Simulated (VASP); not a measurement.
# K2S (Fm-3m) in VASP: a series of runs

Aim: see how the results for K2S move with the level of theory and the settings. Levels: PBE, r2SCAN. Tasks: single point.

All numbers are computed with VASP 6.6.1; they aren't measurements. Logs are shortened: lines on timing, memory, paths and dates and some standing lists are left out, and cuts for length are marked.

**1. The cell of the first run**

Symmetry: Fm-3m, No. 225, cubic system. Conventional cell: a = 7.405 Å, b = 7.405 Å, c = 7.405 Å, α = 90.00°, β = 90.00°, γ = 90.00°. K (site symmetry -43m) has 4 S at 3.21 Å and 6 K at 3.70 Å within 4.2 Å. Within 4.2 Å of S (site symmetry m-3m) lie 8 K at 3.21 Å.

**2. Single point, PBE**

INCAR

```
SYSTEM = K2S
  PREC = Accurate
  ENCUT = 500
  EDIFF = 1E-6
  ISMEAR = 0
  SIGMA = 0.01
  LREAL = .FALSE.
  LASPH = .TRUE.
  NELM = 120
  ALGO = Normal
  ISIF = 2
  LWAVE = .FALSE.
  LCHARG = .FALSE.
  GGA = PE
  NBANDS = 19
  GGA_COMPAT = .FALSE.
```

KPOINTS

```
regular mesh
0
G
  4 4 4
  0 0 0
```

POSCAR

```
K2S
1.0
    0.0000000000      3.7027186904      3.7027186904
    3.7027186904      0.0000000000      3.7027186904
    3.7027186904      3.7027186904      0.0000000000
K S
2 1
Direct
    0.2500000000      0.2500000000      0.2500000000
    0.7500000000      0.7500000000      0.7500000000
    0.0000000000      0.0000000000      0.0000000000
```

Potentials or basis: VASP PAW PBE potentials, release 64 (K_sv, S).

Run with:

```console
$ cat potpaw_PBE.64/K_sv/POTCAR potpaw_PBE.64/S/POTCAR > POTCAR
$ mpirun -np 1 vasp_std > vasp.out
```

OUTCAR:

```text
SYSTEM = K2S
   PREC = Accurate
   ENCUT = 500
   EDIFF = 1E-6
   ISMEAR = 0
   LREAL = .FALSE.
   LASPH = .TRUE.
   NELM = 120
   ISIF = 2
   GGA = PE

 ion  position               nearest neighbor table
   1  0.250  0.250  0.250-   3 3.21   3 3.21   3 3.21   3 3.21   2 3.70   2 3.70   2 3.70   2 3.70
                             2 3.70   2 3.70
   2  0.750  0.750  0.750-   3 3.21   3 3.21   3 3.21   3 3.21   1 3.70   1 3.70   1 3.70   1 3.70
                             1 3.70   1 3.70
   3  0.000  0.000  0.000-   1 3.21   2 3.21   2 3.21   2 3.21   2 3.21   1 3.21   1 3.21   1 3.21

  LATTYP: Found a face centered cubic cell.
 ALAT       =     7.4054373808

  Lattice vectors:

 A1 = (   0.0000000000,   3.7027186904,   3.7027186904)
 A2 = (   3.7027186904,   0.0000000000,   3.7027186904)
 A3 = (   3.7027186904,   3.7027186904,   0.0000000000)

Analysis of symmetry for initial positions (statically):
=====================================================================
 Subroutine PRICEL returns:
 Original cell was already a primitive cell.

 Routine SETGRP: Setting up the symmetry group for a
 face centered cubic supercell.

 Subroutine GETGRP returns: Found 48 space group operations
 (whereof 48 operations were pure point group operations)
 out of a pool of 48 trial point group operations.

The static configuration has the point symmetry O_h .

Analysis of symmetry for dynamics (positions and initial velocities):
=====================================================================
 Subroutine PRICEL returns:
 Original cell was already a primitive cell.

 Routine SETGRP: Setting up the symmetry group for a
 face centered cubic supercell.

 Subroutine GETGRP returns: Found 48 space group operations
 (whereof 48 operations were pure point group operations)
 out of a pool of 48 trial point group operations.

The dynamic configuration has the point symmetry O_h .

 Subroutine INISYM returns: Found 48 space group operations
 (whereof 48 operations are pure point group operations),
 and found     1 'primitive' translations

----------------------------------------------------------------------------------------

                                     Primitive cell

  volume of cell :     101.5295

  direct lattice vectors                    reciprocal lattice vectors
[... 69 lines left out ...]
   LASPH  =      T    aspherical Exc in radial PAW
   ENCUT  =  500.0 eV  36.75 Ry    6.06 a.u.   9.55  9.55  9.55*2*pi/ulx,y,z
   NELM   =    120;   NELMIN=  2; NELMDL= -5     # of ELM steps
   EDIFF  = 0.1E-05   stopping-criterion for ELM
   LREAL  =      F    real-space projection
   EDIFFG = 0.1E-04   stopping-criterion for IOM
   NSW    =      0    number of steps for IOM
   IBRION =     -1    ionic relax: 0-MD 1-quasi-New 2-CG
   NFREE  =      0    steps in history (QN), initial steepest desc. (CG)
   ISIF   =      2    stress and relaxation
   ISYM   =      2    0-nonsym 1-usesym 2-fastsym
   POTIM  = 0.5000    time-step for ionic-motion
   TEBEG  =    0.0;   TEEND  =   0.0 temperature during run
   PSTRESS=    0.0 pullay stress
   NELECT =      24.0000    total number of electrons
   NUPDOWN=      -1.0000    fix difference up-down
   EMIN   =  10.00;   EMAX   =-10.00  energy-range for DOS
   EFERMI =   0.00;   METHOD = LEGACY
   ISMEAR =     0;   SIGMA  =   0.01  broadening in eV -4-tet -1-fermi 0-gaus
   EFERMI_NEDOS =   21; number of points for ismear=-14 and -15
   IALGO  =     38    algorithm
   IMIX   =      4    mixing-type and parameters
     AMIX     =   0.40;   BMIX     =  1.00
     AMIX_MAG =   1.60;   BMIX_MAG =  1.00
  volume/ion in A,a.u.               =      33.84       228.38
  Fermi-wavevector in a.u.,A,eV,Ry     =   1.012235  1.912846 13.940787  1.024619
  Thomas-Fermi vector in A             =   2.145332
   LORBIT       =      0    0 simple, 1 ext, 2 COOP (PROOUT), +10 PAW based schemes
   GGA     = PE    functional components
   LHFCALC =     F    Hartree Fock is set to
   AEXX    =    0.0000 exact exchange contribution
   IVDW    =     0    specifies the selected vdW correction
   LEPSILON=     F    determine dielectric tensor
   LRPA    =     F    only Hartree local field effects (RPA)
 non-spin polarized calculation
 Gauss-broadening in eV      SIGMA  =   0.01
  energy-cutoff  :      500.00
  volume of cell :      101.53
 maximum number of plane-waves:      2637
 NGX is ok and might be reduce to    40
   NGX = 19   NGY = 19   NGZ = 19

 number of electron      23.9999996 magnetization

 Free energy of the ion-electron system (eV)
  ---------------------------------------------------
  ext. energy  EPLUGINS =         0.00000000
  ---------------------------------------------------
  free energy    TOTEN  =        -9.41635202 eV

  energy without entropy =       -9.41635202  energy(sigma->0) =       -9.41635202

 E-fermi :  -0.2368     XC(G=0):  -7.3362

 val. band max:       -0.3476726712   @ k =   0.5000   0.5000   0.0000
 cond. band min:       2.0316165777   @ k =   0.0000   0.0000   0.0000
 fundamental gap:      2.3792892489
 Fermi energy:        -0.2367971604

 k-point     1 :       0.0000    0.0000    0.0000
  band No.  band energies     occupation
      1     -29.5683      2.00000
      2     -29.4862      2.00000
      3     -13.1622      2.00000
      4     -13.1622      2.00000
      5     -13.1622      2.00000
      6     -12.9249      2.00000
[... 153 lines left out ...]
      6     -13.0593      2.00000
[... 11 lines left out ...]
     18       6.9452      0.00000
     19       7.4890      0.00000

------------------------ aborting loop because EDIFF is reached ----------------------------------------

  FORCE on cell =-STRESS in cart. coord.  units (eV):
  Direction    XX          YY          ZZ          XY          YZ          ZX
  --------------------------------------------------------------------------------------
  -------------------------------------------------------------------------------------
  Total        0.3032113      0.3032113      0.3032113     -0.0000000      0.0000000      0.0000000
  in kB        4.7847996      4.7847996      4.7847996     -0.0000000      0.0000000      0.0000000
  external PRESSURE =       4.7847996 kB  Pullay stress =       0.0000000 kB

 VOLUME and BASIS-vectors are now :
 -----------------------------------------------------------------------------
  energy-cutoff  :      500.00
  volume of cell :      101.53
      direct lattice vectors                 reciprocal lattice vectors
     0.000000000  3.702718690  3.702718690    -0.135035913  0.135035913  0.135035913
     3.702718690  0.000000000  3.702718690     0.135035913 -0.135035913  0.135035913
     3.702718690  3.702718690  0.000000000     0.135035913  0.135035913 -0.135035913

 POSITION                                       TOTAL-FORCE (eV/Angst)
 -----------------------------------------------------------------------------------
      1.85136      1.85136      1.85136        -0.000000      0.000000     -0.000000
      5.55408      5.55408      5.55408         0.000000     -0.000000      0.000000
      0.00000      0.00000      0.00000         0.000000     -0.000000     -0.000000
 -----------------------------------------------------------------------------------
    total drift:                               -0.000000     -0.000000      0.000000

  FREE ENERGIE OF THE ION-ELECTRON SYSTEM (eV)
  ---------------------------------------------------
  free  energy   TOTEN  =        -9.4163520213 eV

  energy  without entropy=       -9.4163520213  energy(sigma->0) =       -9.41635202
```

OSZICAR:

```text
N       E                     dE             d eps       ncg     rms          rms(c)
DAV:   1     0.158545658569E+03    0.15855E+03   -0.10701E+04   304   0.106E+03
DAV:   2     0.213239985794E+01   -0.15641E+03   -0.15280E+03   342   0.299E+02
DAV:   3    -0.105529315057E+02   -0.12685E+02   -0.12638E+02   541   0.693E+01
DAV:   4    -0.108505226349E+02   -0.29759E+00   -0.29743E+00   437   0.995E+00
DAV:   5    -0.108603346991E+02   -0.98121E-02   -0.98116E-02   485   0.126E+00    0.528E+00
DAV:   6    -0.948153155281E+01    0.13788E+01   -0.37295E+00   412   0.730E+00    0.479E+00
DAV:   7    -0.939904875627E+01    0.82483E-01   -0.98198E-01   405   0.316E+00    0.351E+00
DAV:   8    -0.942709992343E+01   -0.28051E-01   -0.27364E-01   337   0.201E+00    0.107E+00
DAV:   9    -0.941054287868E+01    0.16557E-01   -0.90982E-02   346   0.871E-01    0.582E-01
DAV:  10    -0.941651190361E+01   -0.59690E-02   -0.10477E-02   334   0.388E-01    0.157E-01
DAV:  11    -0.941605530933E+01    0.45659E-03   -0.53504E-03   354   0.226E-01    0.115E-01
DAV:  12    -0.941637586052E+01   -0.32055E-03   -0.20619E-03   328   0.132E-01    0.108E-01
DAV:  13    -0.941634952800E+01    0.26333E-04   -0.85790E-04   359   0.908E-02    0.221E-02
DAV:  14    -0.941635187157E+01   -0.23436E-05   -0.27877E-05   344   0.255E-02    0.116E-02
DAV:  15    -0.941635202132E+01   -0.14976E-06   -0.56439E-06   287   0.719E-03
   1 F= -.94163520E+01 E0= -.94163520E+01  d E =-.215715E-56
```

Wall time 18 s (1 thread of AMD EPYC 7R13 (Zen 3), shared host); peak memory 0.2 GiB.

What came out:

```
Free energy            : -9.4164 eV
Pressure               : 0.5 GPa
Band gap on the k mesh : 2.38 eV (least direct gap 2.57 eV)
```

**3. Single point, PBE**

INCAR

```
ALGO = Normal ; EDIFF = 1E-6
ENCUT = 500 ; GGA = PE
GGA_COMPAT = F ; ISIF = 2
ISMEAR = 0 ; LASPH = T
LCHARG = T ; LELF = T
LREAL = F ; LVHAR = T
LWAVE = F ; NBANDS = 19
NELM = 120 ; PREC = Accurate
SIGMA = 0.01
```

KPOINTS

```
k-points
0
Gamma
  4 4 4
```

POSCAR is that of step 2.

Potentials or basis: VASP PAW PBE potentials, release 64 (K_sv, S).

Run with:

```console
$ cat potpaw_PBE.64/K_sv/POTCAR potpaw_PBE.64/S/POTCAR > POTCAR
$ mpirun -np 1 vasp_std > vasp.out
```

OUTCAR:

```text
EDIFF = 1E-6
   ENCUT = 500
   GGA = PE
   ISIF = 2
   ISMEAR = 0
   LASPH = T
   LREAL = F
   NELM = 120
   PREC = Accurate

 ion  position               nearest neighbor table
   1  0.250  0.250  0.250-   3 3.21   3 3.21   3 3.21   3 3.21   2 3.70   2 3.70   2 3.70   2 3.70
                             2 3.70   2 3.70
   2  0.750  0.750  0.750-   3 3.21   3 3.21   3 3.21   3 3.21   1 3.70   1 3.70   1 3.70   1 3.70
                             1 3.70   1 3.70
   3  0.000  0.000  0.000-   1 3.21   2 3.21   2 3.21   2 3.21   2 3.21   1 3.21   1 3.21   1 3.21

  LATTYP: Found a face centered cubic cell.
 ALAT       =     7.4054373808

  Lattice vectors:

 A1 = (   0.0000000000,   3.7027186904,   3.7027186904)
 A2 = (   3.7027186904,   0.0000000000,   3.7027186904)
 A3 = (   3.7027186904,   3.7027186904,   0.0000000000)

Analysis of symmetry for initial positions (statically):
=====================================================================
 Subroutine PRICEL returns:
 Original cell was already a primitive cell.

[... 151 lines left out ...]
  free energy    TOTEN  =        -9.41635202 eV

  energy without entropy =       -9.41635202  energy(sigma->0) =       -9.41635202

 E-fermi :  -0.2368     XC(G=0):  -7.3362

 val. band max:       -0.3476726712   @ k =   0.5000   0.5000   0.0000
 cond. band min:       2.0316165777   @ k =   0.0000   0.0000   0.0000
 fundamental gap:      2.3792892489
 Fermi energy:        -0.2367971604

 k-point     1 :       0.0000    0.0000    0.0000
  band No.  band energies     occupation
      1     -29.5683      2.00000
      2     -29.4862      2.00000
      3     -13.1622      2.00000
      4     -13.1622      2.00000
      5     -13.1622      2.00000
      6     -12.9249      2.00000
[... 153 lines left out ...]
      6     -13.0593      2.00000
[... 11 lines left out ...]
     18       6.9452      0.00000
     19       7.4890      0.00000

------------------------ aborting loop because EDIFF is reached ----------------------------------------

  FORCE on cell =-STRESS in cart. coord.  units (eV):
  Direction    XX          YY          ZZ          XY          YZ          ZX
  --------------------------------------------------------------------------------------
  -------------------------------------------------------------------------------------
  Total        0.3032113      0.3032113      0.3032113     -0.0000000      0.0000000      0.0000000
  in kB        4.7847996      4.7847996      4.7847996     -0.0000000      0.0000000      0.0000000
  external PRESSURE =       4.7847996 kB  Pullay stress =       0.0000000 kB

 VOLUME and BASIS-vectors are now :
 -----------------------------------------------------------------------------
  energy-cutoff  :      500.00
  volume of cell :      101.53
      direct lattice vectors                 reciprocal lattice vectors
     0.000000000  3.702718690  3.702718690    -0.135035913  0.135035913  0.135035913
     3.702718690  0.000000000  3.702718690     0.135035913 -0.135035913  0.135035913
     3.702718690  3.702718690  0.000000000     0.135035913  0.135035913 -0.135035913

 POSITION                                       TOTAL-FORCE (eV/Angst)
 -----------------------------------------------------------------------------------
      1.85136      1.85136      1.85136        -0.000000      0.000000     -0.000000
      5.55408      5.55408      5.55408         0.000000     -0.000000      0.000000
      0.00000      0.00000      0.00000         0.000000     -0.000000     -0.000000
 -----------------------------------------------------------------------------------
    total drift:                               -0.000000     -0.000000      0.000000

  FREE ENERGIE OF THE ION-ELECTRON SYSTEM (eV)
  ---------------------------------------------------
  free  energy   TOTEN  =        -9.4163520213 eV

  energy  without entropy=       -9.4163520213  energy(sigma->0) =       -9.41635202
```

Wall time 21 s (1 thread of AMD EPYC 7R13 (Zen 3), shared host); peak memory 0.2 GiB.

Results:

```yaml
Free_energy: -9.4164 eV
Pressure: 0.5 GPa
Band_gap_on_the_k_mesh: 2.38 eV (least direct gap 2.57 eV)
```

**4. Single point, r2SCAN**

POSCAR is that of step 3.

INCAR.step1

```
SYSTEM = K2S
PREC = Accurate
ENCUT = 550
ISMEAR = 0
SIGMA = 0.01
LREAL = .FALSE.
LASPH = .TRUE.
NELM = 120
NBANDS = 19
GGA = PE
ALGO = Normal
EDIFF = 1E-5
LWAVE = .TRUE.
LCHARG = .FALSE.
GGA_COMPAT = .FALSE.
```

INCAR.step2

```
SYSTEM = K2S
PREC = Accurate
ENCUT = 550
EDIFF = 1E-6
ISMEAR = 0
SIGMA = 0.01
LREAL = .FALSE.
LASPH = .TRUE.
NELM = 120
ALGO = Normal
ISIF = 2
LWAVE = .FALSE.
LCHARG = .FALSE.
METAGGA = R2SCAN
LMIXTAU = .TRUE.
NBANDS = 19
ISTART = 1
GGA_COMPAT = .FALSE.
```

KPOINTS

```
regular mesh
0
G
  4 4 4
  0 0 0
```

Run with:

```console
$ cat potpaw_PBE.64/K_sv/POTCAR potpaw_PBE.64/S/POTCAR > POTCAR
$ cp INCAR.step1 INCAR
$ mpirun -np 1 vasp_std > vasp.out
$ cp INCAR.step2 INCAR
$ mpirun -np 1 vasp_std > vasp.out
```

It took 83 s on 1 thread of AMD EPYC 7R13 (Zen 3), shared host; peak memory 0.23 GiB.

Results (log left out):

| Item | Value |
| --- | --- |
| Free energy | -23.8134 eV |
| Pressure | 0.0 GPa |
| Band gap on the k mesh | 2.76 eV (least direct gap 2.95 eV) |

Levels at points of the mesh, in eV from the valence-band top:
```
           k point  band 8  band 9  band 10  band 11  band 12  band 13  band 14  band 15  band 16  band 17
(0.00, 0.00, 0.00)  -13.05  -10.04    -0.19    -0.19    -0.19     2.76     5.95     5.95     8.00     8.00
(0.50, 0.00, 0.00)  -13.16   -9.84    -0.60    -0.06    -0.06     4.95     5.61     6.26     6.26     8.22
(0.50, 0.50, 0.00)  -12.98   -9.79    -0.71     0.00     0.00     3.71     5.90     7.18     7.20     8.13
```

Caveat: the PAW data sets were made with another functional, which shifts forces and pressure a little.

**5. Single point, PBE**

INCAR

```
SYSTEM = K2S
PREC = Accurate
ENCUT = 500
EDIFF = 1E-6
ISMEAR = 0
SIGMA = 0.01
LREAL = .False.
LASPH = .True.
NELM = 120
ALGO = Normal
ISIF = 2
LWAVE = .False.
LCHARG = .False.
GGA = PE
NBANDS = 19
GGA_COMPAT = .False.
```

KPOINTS

```
Automatic mesh
0
Gamma
  6 6 6
  0 0 0
```

POSCAR is that of step 4.

Run with:

```console
$ cat potpaw_PBE.64/K_sv/POTCAR potpaw_PBE.64/S/POTCAR > POTCAR
$ mpirun -np 1 vasp_std > vasp.out
```

Wall time 32 s (1 thread of AMD EPYC 7R13 (Zen 3), shared host); peak memory 0.2 GiB.

The run converged. Its results:

```yaml
Free_energy: -9.4166 eV
Pressure: 0.5 GPa
Band_gap_on_the_k_mesh: 2.38 eV (least direct gap 2.57 eV)
```

Levels at points of the mesh, in eV from the valence-band top:
```
           k point  band 10  band 11  band 12  band 13  band 14  band 15
(0.00, 0.00, 0.00)    -0.19    -0.19    -0.19     2.38     5.46     5.46
(0.50, 0.00, 0.00)    -0.62    -0.07    -0.07     4.72     5.02     5.82
(0.50, 0.50, 0.00)    -0.74     0.00     0.00     3.51     5.29     6.59
```

**6. Summary**

```tsv
level	k mesh	cutoff (eV)	gap on the mesh (eV)	pressure (GPa)
PBE	4 × 4 × 4	500	2.38	0.5
r2SCAN	4 × 4 × 4	550	2.76	0.0
PBE	6 × 6 × 6	500	2.38	0.5
```

Alike in all rows: task single point; potentials or basis VASP PAW PBE potentials, release 64 (K_sv, S); no spin polarisation; cell as given; smearing gaussian 0.01 eV.

On the cell as given the gap runs from 2.38 eV (PBE) to 2.76 eV (r2SCAN); the meshes differ, which moves gaps too. The pressure there spans 0.0 GPa (r2SCAN) to 0.5 GPa (PBE); a positive pressure means that this level wants a larger cell, a negative one a smaller.

Caveats: the PAW data sets were made with another functional, which shifts forces and pressure a little (at least some runs).

Absolute energies hang on the potentials; compare differences alone.
